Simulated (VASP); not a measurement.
# La8MgGa8O24 (a cell with a defect) in VASP: single point with PBEsol

Aim: the single point of La8MgGa8O24 (a cell with a defect) with PBEsol.

Program: VASP 6.6.1. These are calculated values, not measurements. Logs are shortened: lines on timing, memory, paths and dates and some standing lists are left out, and cuts for length are marked.

## (1) The cell of the first run

The cell holds a defect, 41 atoms: a = 7.729 Å, b = 7.729 Å, c = 7.729 Å, α = 90.00°, β = 90.00°, γ = 90.00°.

## (2) Single point, PBEsol

Input file INCAR:

```
SYSTEM = La8MgGa8O24
ALGO     = Normal         ! electronic algorithm
EDIFF    = 1E-7           ! SCF threshold, eV
ENCUT    = 520            ! plane-wave cutoff, eV
GGA      = PS             ! functional
ISIF     = 2              ! what is computed and relaxed
ISMEAR   = -1             ! smearing method
ISYM     = 0            
LASPH    = .True.         ! aspherical terms in the spheres
LCHARG   = .True.         ! write CHGCAR
LELF     = .True.         ! ELF
LREAL    = Auto         
LVHAR    = .True.       
LWAVE    = .False.        ! write WAVECAR
NBANDS   = 195            ! bands
NELM     = 60             ! most SCF steps
PREC     = Accurate       ! precision mode
SIGMA    = 0.05           ! smearing width, eV
```

Input file KPOINTS:

```
Automatic mesh
0
Gamma
  1 1 1
  0.25 0.25 0.25
```

Input file POSCAR:

```
La8MgGa8O24
1.0
    7.7293080000      0.0000000000      0.0000000000
    0.0000000000      7.7293080000      0.0000000000
    0.0000000000      0.0000000000      7.7293080000
La Ga O Mg
8 8 24 1
Direct
    0.0254050000      0.9729590000      0.9996470000
    0.9822820000      0.0016400000      0.5005950000
    0.0073400000      0.4824900000      0.9984310000
    0.9774310000      0.5303760000      0.5009650000
    0.5085610000      0.9844150000      0.0003900000
    0.4891820000      0.0139660000      0.4987620000
    0.5069270000      0.4970040000      0.9995320000
    0.6049940000      0.5175820000      0.4999360000
    0.2434300000      0.2339970000      0.2369140000
    0.2441020000      0.2342600000      0.7634750000
    0.2565660000      0.7387300000      0.2549740000
    0.2571420000      0.7391600000      0.7448690000
    0.7488710000      0.2470490000      0.2445240000
    0.7485960000      0.2466870000      0.7548480000
    0.7552700000      0.7613460000      0.2420350000
    0.7543280000      0.7612270000      0.7582190000
    0.2931830000      0.2724730000      0.0007160000
    0.2059840000      0.2005010000      0.4980620000
    0.2322000000      0.7112180000      0.9991140000
    0.2701380000      0.7838550000      0.5003020000
    0.6917330000      0.2433500000      0.9991130000
    0.7954210000      0.2606470000      0.5008200000
    0.7778030000      0.7730300000      0.0002920000
    0.7545260000      0.7733230000      0.4996940000
    0.9953570000      0.2095140000      0.1988640000
    0.9959500000      0.2104670000      0.7998430000
    0.0037470000      0.7873740000      0.2668510000
    0.0031400000      0.7840570000      0.7329280000
    0.4888160000      0.2843070000      0.3033300000
    0.4867580000      0.2837550000      0.6949890000
    0.5057540000      0.7159750000      0.2268780000
    0.5062000000      0.7159400000      0.7729390000
    0.2840660000      0.9908060000      0.2145240000
    0.2838500000      0.9918210000      0.7851060000
    0.1998080000      0.4887790000      0.2672410000
    0.2018600000      0.4877070000      0.7330740000
    0.7077090000      0.0054060000      0.2629450000
    0.7066060000      0.0049830000      0.7363130000
    0.7813510000      0.5019610000      0.2317700000
    0.7783580000      0.5015530000      0.7700300000
    0.3004880000      0.4238840000      0.4998260000
```

Potentials or basis: VASP PAW PBE potentials, release 64 (La, Ga_d, O, Mg).

The run is started by

```console
cat potpaw_PBE.64/La/POTCAR potpaw_PBE.64/Ga_d/POTCAR potpaw_PBE.64/O/POTCAR potpaw_PBE.64/Mg/POTCAR > POTCAR
mpirun -np 1 vasp_std > vasp.out
```

OUTCAR:

```text
SYSTEM = La8MgGa8O24
   EDIFF = 1E-7
   ENCUT = 520
   GGA = PS
   ISIF = 2
   ISMEAR = -1
   ISYM = 0
   LASPH = .True.
   LREAL = Auto
   NELM = 60
   PREC = Accurate

 ion  position               nearest neighbor table
   1  0.025  0.973  1.000-  25 2.40  26 2.41  23 2.46  27 2.52  28 2.53  19 2.58  34 2.60  33 2.60
                            10 3.20   9 3.21  12 3.22  11 3.22  15 3.25  16 3.25
   2  0.982  0.002  0.501-  18 2.31  27 2.46  28 2.47  22 2.47  24 2.49  20 2.79  38 2.80  37 2.81
                            26 2.82  15 3.24  16 3.24  14 3.27  13 3.28   4 3.64
   3  0.007  0.482  0.998-  19 2.48  40 2.50  39 2.52  36 2.54  35 2.56  26 2.60  25 2.62  17 2.74
                            10 3.21   9 3.23  14 3.30
   4  0.977  0.530  0.501-  35 2.51  22 2.52  36 2.52  24 2.55  39 2.58  40 2.60  41 2.63  28 2.66
                            27 2.69   8 2.88  16 3.18  15 3.18  12 3.29  11 3.30   2 3.64
   5  0.509  0.984  0.000-  33 2.40  34 2.41  21 2.45  37 2.55  38 2.56  23 2.65  31 2.71  32 2.72
                            17 2.78  16 3.18  15 3.18
   6  0.489  0.014  0.499-  20 2.46  37 2.49  38 2.49  29 2.58  30 2.58  18 2.62  33 2.72  34 2.73
                            24 2.77   9 3.26  10 3.27  41 3.49
   7  0.507  0.497  1.000-  17 2.40  21 2.43  32 2.44  31 2.44  19 2.69  40 2.75  39 2.78  14 3.29
                            13 3.29
   8  0.605  0.518  0.500-  24 2.29  41 2.46  22 2.47  39 2.48  40 2.48  29 2.52  30 2.52  32 2.72
                            31 2.72   4 2.88  16 2.98  15 2.98  14 3.08  13 3.08
   9  0.243  0.234  0.237-  17 1.89  33 1.91  25 1.95  29 2.00  35 2.01  18 2.06  41 2.55   1 3.21
                             3 3.23   6 3.26
  10  0.244  0.234  0.763-  17 1.90  34 1.91  26 1.95  30 1.99  36 2.00  18 2.09  41 2.55   1 3.20
                             3 3.21   6 3.27
  11  0.257  0.739  0.255-  20 1.93  31 1.95  35 1.98  33 1.98  27 1.99  19 2.00  41 3.10   1 3.22
                             4 3.30
  12  0.257  0.739  0.745-  20 1.92  32 1.95  19 1.99  34 1.99  36 1.99  28 2.00  41 3.10   1 3.22
                             4 3.29
  13  0.749  0.247  0.245-  37 1.90  21 1.95  25 1.96  39 1.99  22 2.02  29 2.08   8 3.08   2 3.28
                             7 3.29
  14  0.749  0.247  0.755-  38 1.90  21 1.94  26 1.96  40 1.99  22 2.00  30 2.10   8 3.08   2 3.27
                             7 3.29   3 3.30
  15  0.755  0.761  0.242-  23 1.88  37 1.93  27 1.94  31 1.96  24 1.99  39 2.02   8 2.98   5 3.18
[... 13 lines left out ...]
  27  0.004  0.787  0.267-  15 1.94  11 1.99   2 2.46   1 2.52   4 2.69
  28  0.003  0.784  0.733-  16 1.94  12 2.00   2 2.47   1 2.53   4 2.66
  29  0.489  0.284  0.303-   9 2.00  13 2.08  41 2.36   8 2.52   6 2.58
  30  0.487  0.284  0.695-  10 1.99  14 2.10  41 2.35   8 2.52   6 2.58
  31  0.506  0.716  0.227-  11 1.95  15 1.96   7 2.44   5 2.71   8 2.72
  32  0.506  0.716  0.773-  12 1.95  16 1.95   7 2.44   8 2.72   5 2.72
  33  0.284  0.991  0.215-   9 1.91  11 1.98   5 2.40   1 2.60   6 2.72
  34  0.284  0.992  0.785-  10 1.91  12 1.99   5 2.41   1 2.60   6 2.73
  35  0.200  0.489  0.267-  11 1.98   9 2.01  41 2.02   4 2.51   3 2.56
  36  0.202  0.488  0.733-  12 1.99  10 2.00  41 2.02   4 2.52   3 2.54
  37  0.708  0.005  0.263-  13 1.90  15 1.93   6 2.49   5 2.55   2 2.81
  38  0.707  0.005  0.736-  14 1.90  16 1.93   6 2.49   5 2.56   2 2.80
  39  0.781  0.502  0.232-  13 1.99  15 2.02   8 2.48   3 2.52   4 2.58   7 2.78
  40  0.778  0.502  0.770-  14 1.99  16 2.02   8 2.48   3 2.50   4 2.60   7 2.75
  41  0.300  0.424  0.500-  18 1.87  36 2.02  35 2.02  30 2.35  29 2.36   8 2.46   9 2.55  10 2.55
                             4 2.63  20 2.79  11 3.10  12 3.10   6 3.49

IMPORTANT INFORMATION: All symmetrisations will be switched off!
NOSYMM: (Re-)initialisation of all symmetry stuff for point group C_1.

----------------------------------------------------------------------------------------

                                     Primitive cell

  volume of cell :     461.7659

  direct lattice vectors                    reciprocal lattice vectors
     7.729308000  0.000000000  0.000000000     0.129377688  0.000000000  0.000000000
     0.000000000  7.729308000  0.000000000     0.000000000  0.129377688  0.000000000
     0.000000000  0.000000000  7.729308000     0.000000000  0.000000000  0.129377688

  length of vectors
     7.729308000  7.729308000  7.729308000     0.129377688  0.129377688  0.129377688

  position of ions in fractional coordinates (direct lattice)
     0.025405000  0.972959000  0.999647000
     0.982282000  0.001640000  0.500595000
     0.007340000  0.482490000  0.998431000
     0.977431000  0.530376000  0.500965000
     0.508561000  0.984415000  0.000390000
     0.489182000  0.013966000  0.498762000
[... 33 lines left out ...]
     0.778358000  0.501553000  0.770030000
     0.300488000  0.423884000  0.499826000

  ion indices of the primitive-cell ions
   primitive index   ion index
                 1           1
                 2           2
                 3           3
                 4           4
                 5           5
                 6           6
[... 33 lines left out ...]
                40          40
                41          41

----------------------------------------------------------------------------------------

 KPOINTS: Automatic mesh

Automatic generation of k-mesh.
 Grid dimensions read from file:
 generate k-points for:    1    1    1

 Generating k-lattice:

  Cartesian coordinates                     Fractional coordinates (reciprocal lattice)
     0.129377688  0.000000000  0.000000000     1.000000000  0.000000000  0.000000000
     0.000000000  0.129377688  0.000000000     0.000000000  1.000000000  0.000000000
     0.000000000  0.000000000  0.129377688     0.000000000  0.000000000  1.000000000

  Length of vectors
     0.129377688  0.129377688  0.129377688

  Shift w.r.t. Gamma in fractional coordinates (k-lattice)
     0.250000000  0.250000000  0.250000000

 Subroutine IBZKPT returns following result:
 ===========================================

 Found      4 irreducible k-points:

 Following reciprocal coordinates:
            Coordinates               Weight
  0.250000  0.250000  0.250000      2.000000
 -0.250000  0.250000  0.250000      2.000000
 -0.250000 -0.250000  0.250000      2.000000
  0.250000 -0.250000  0.250000      2.000000
   k-points           NKPTS =      4   k-points in BZ     NKDIM =      4   number of bands    NBANDS=    195
   number of dos      NEDOS =    301   number of ions     NIONS =     41
   total plane-waves  NPLWV = 216000
   dimension x,y,z NGX =    60 NGY =   60 NGZ =   60
   dimension x,y,z NGXF=   120 NGYF=  120 NGZF=  120
   ions per type =               8   8  24   1
   NGX,Y,Z   is equivalent  to a cutoff of  12.91, 12.91, 12.91 a.u.
   NGXF,Y,Z  is equivalent  to a cutoff of  25.81, 25.81, 25.81 a.u.
 SYSTEM =  La8MgGa8O24
   PREC   = accura    normal or accurate (medium, high low for compatibility)
   ISTART =      0    job   : 0-new  1-cont  2-samecut
   ICHARG =      2    charge: 1-file 2-atom 10-const
   ISPIN  =      1    spin polarized calculation?
   LNONCOLLINEAR =      F non collinear calculations
   LSORBIT =      F    spin-orbit coupling
   LASPH  =      T    aspherical Exc in radial PAW
   ENCUT  =  520.0 eV  38.22 Ry    6.18 a.u.  14.37 14.37 14.37*2*pi/ulx,y,z
   NELM   =     60;   NELMIN=  2; NELMDL= -5     # of ELM steps
   EDIFF  = 0.1E-06   stopping-criterion for ELM
   LREAL  =      T    real-space projection
   EDIFFG = 0.1E-05   stopping-criterion for IOM
   NSW    =      0    number of steps for IOM
   IBRION =     -1    ionic relax: 0-MD 1-quasi-New 2-CG
   NFREE  =      0    steps in history (QN), initial steepest desc. (CG)
   ISIF   =      2    stress and relaxation
   ISYM   =      0    0-nonsym 1-usesym 2-fastsym
   POTIM  = 0.5000    time-step for ionic-motion
   TEBEG  =    0.0;   TEEND  =   0.0 temperature during run
   PSTRESS=    0.0 pullay stress
   NELECT =     338.0000    total number of electrons
   NUPDOWN=      -1.0000    fix difference up-down
   EMIN   =  10.00;   EMAX   =-10.00  energy-range for DOS
   EFERMI =   0.00;   METHOD = LEGACY
   ISMEAR =    -1;   SIGMA  =   0.05  broadening in eV -4-tet -1-fermi 0-gaus
   EFERMI_NEDOS =   21; number of points for ismear=-14 and -15
   IALGO  =     38    algorithm
   IMIX   =      4    mixing-type and parameters
     AMIX     =   0.40;   BMIX     =  1.00
     AMIX_MAG =   1.60;   BMIX_MAG =  1.00
  volume/ion in A,a.u.               =      11.26        76.00
  Fermi-wavevector in a.u.,A,eV,Ry     =   1.475389  2.788080 29.616778  2.176772
  Thomas-Fermi vector in A             =   2.590044
   LORBIT       =      0    0 simple, 1 ext, 2 COOP (PROOUT), +10 PAW based schemes
   GGA     = PS    functional components
   LHFCALC =     F    Hartree Fock is set to
   AEXX    =    0.0000 exact exchange contribution
   IVDW    =     0    specifies the selected vdW correction
   LEPSILON=     F    determine dielectric tensor
   LRPA    =     F    only Hartree local field effects (RPA)
 non-spin polarized calculation
  energy-cutoff  :      520.00
  volume of cell :      461.77
 maximum number of plane-waves:     12452
 NGX is ok and might be reduce to    60
   NGX = 29   NGY = 29   NGZ = 29

 number of electron     338.0000047 magnetization

 Free energy of the ion-electron system (eV)
  ---------------------------------------------------
  ext. energy  EPLUGINS =         0.00000000
  ---------------------------------------------------
  free energy    TOTEN  =      -299.96451645 eV

  energy without entropy =     -299.95103541  energy(sigma->0) =     -299.95777593

 E-fermi :  11.2167     XC(G=0): -12.2673

 val. band max:       11.0098808720   @ k =  -0.2500   0.2500   0.2500
 cond. band min:      11.4032675038   @ k =  -0.2500  -0.2500   0.2500
 fundamental gap:      0.3933866318
 Fermi energy:        11.2166927569

 k-point     1 :       0.2500    0.2500    0.2500
  band No.  band energies     occupation
      1     -22.7943      2.00000
      2     -22.7632      2.00000
      3     -22.6966      2.00000
      4     -22.6903      2.00000
      5     -22.5971      2.00000
      6     -22.5491      2.00000
[... 725 lines left out ...]
    180      12.1783      0.00000
    181      12.1897      0.00000
 [bands above 181 left out]

------------------------ aborting loop because EDIFF is reached ----------------------------------------

  FORCE on cell =-STRESS in cart. coord.  units (eV):
  Direction    XX          YY          ZZ          XY          YZ          ZX
  --------------------------------------------------------------------------------------
  -------------------------------------------------------------------------------------
  Total       36.1821885     26.9998812     25.7682679      7.2420982      0.0284467     -0.0407520
  in kB      125.5404190     93.6808009     89.4075034     25.1277240      0.0987007     -0.1413963
  external PRESSURE =     102.8762411 kB  Pullay stress =       0.0000000 kB

 VOLUME and BASIS-vectors are now :
 -----------------------------------------------------------------------------
  energy-cutoff  :      520.00
  volume of cell :      461.77
      direct lattice vectors                 reciprocal lattice vectors
     7.729308000  0.000000000  0.000000000     0.129377688  0.000000000  0.000000000
     0.000000000  7.729308000  0.000000000     0.000000000  0.129377688  0.000000000
     0.000000000  0.000000000  7.729308000     0.000000000  0.000000000  0.129377688

 POSITION                                       TOTAL-FORCE (eV/Angst)
 -----------------------------------------------------------------------------------
      0.19636      7.52030      7.72658        -0.026732     -0.028751      0.031962
      7.59236      0.01268      3.86925        -0.013947      0.028013     -0.036735
      0.05673      3.72931      7.71718         0.019659      0.005303      0.103307
      7.55487      4.09944      3.87211        -0.067488      0.101469     -0.039443
      3.93082      7.60885      0.00301         0.045064      0.010783     -0.032222
      3.78104      0.10795      3.85509         0.021301     -0.024221      0.054817
[... 33 lines left out ...]
      6.01617      3.87666      5.95180         0.068810     -0.019445     -0.008778
      2.32256      3.27633      3.86331         0.014664     -0.006389     -0.009034
 -----------------------------------------------------------------------------------
    total drift:                                0.004253     -0.017071      0.001031

  FREE ENERGIE OF THE ION-ELECTRON SYSTEM (eV)
  ---------------------------------------------------
  free  energy   TOTEN  =      -299.9645164477 eV

  energy  without entropy=     -299.9510354092  energy(sigma->0) =     -299.95777593
```

It took 55 min on 1 thread of Intel Xeon 8259CL, shared host; peak memory 0.68 GiB.

Results:

```yaml
Free_energy: -299.9645 eV
Pressure: 10.3 GPa
Largest_force: 0.128 eV/Å
Band_gap_on_the_k_mesh: 0.39 eV
```

Forces on the atoms (eV/Å):
```
La  -0.027 -0.029  0.032
La  -0.014  0.028 -0.037
La   0.020  0.005  0.103
La  -0.067  0.101 -0.039
La   0.045  0.011 -0.032
La   0.021 -0.024  0.055
La   0.009 -0.029  0.030
La   0.001 -0.053 -0.010
Ga  -0.016 -0.009 -0.029
Ga   0.016 -0.028  0.020
Ga  -0.029  0.017 -0.017
Ga  -0.012  0.019  0.013
Ga   0.027  0.009 -0.004
Ga  -0.020 -0.033 -0.001
Ga   0.000 -0.006 -0.011
Ga   0.017  0.033  0.009
O    0.014  0.038 -0.072
O    0.002 -0.035  0.065
O   -0.018 -0.001  0.055
O    0.017  0.005 -0.027
O   -0.052  0.027  0.062
O   -0.010  0.003 -0.062
O   -0.015  0.019 -0.050
O    0.001  0.005  0.021
O    0.032  0.011 -0.031
O    0.021 -0.028  0.035
O    0.010 -0.039  0.017
O    0.019  0.025  0.001
O   -0.072  0.010  0.053
O    0.025  0.020 -0.064
O    0.030 -0.037 -0.039
O   -0.050 -0.024  0.036
O    0.038  0.009 -0.023
O   -0.004 -0.085  0.009
O    0.035  0.007  0.051
O   -0.025  0.076 -0.063
O   -0.062  0.019  0.038
O    0.008  0.037 -0.014
O    0.001 -0.045 -0.061
O    0.069 -0.019 -0.009
Mg   0.015 -0.006 -0.009
```

Stress tensor (GPa, compression positive):
```
12.55  2.51 -0.01
 2.51  9.37  0.01
-0.01  0.01  8.94
```

Levels at points of the mesh, in eV from the valence-band top:
| k point | band 165 | band 166 | band 167 | band 168 | band 169 | band 170 | band 171 | band 172 | band 173 | band 174 |
| --- | --- | --- | --- | --- | --- | --- | --- | --- | --- | --- |
| (0.25, 0.25, 0.25) | -4.30 | -4.28 | -4.22 | -4.17 | -0.02 | 0.40 | 0.88 | 0.94 | 1.00 | 1.03 |

Caveat: semilocal functionals underestimate gaps, and a narrow one can read as zero; the PAW data sets were made with another functional, which shifts forces and pressure a little; spin-orbit coupling is left out, which moves the levels of the heavy elements.
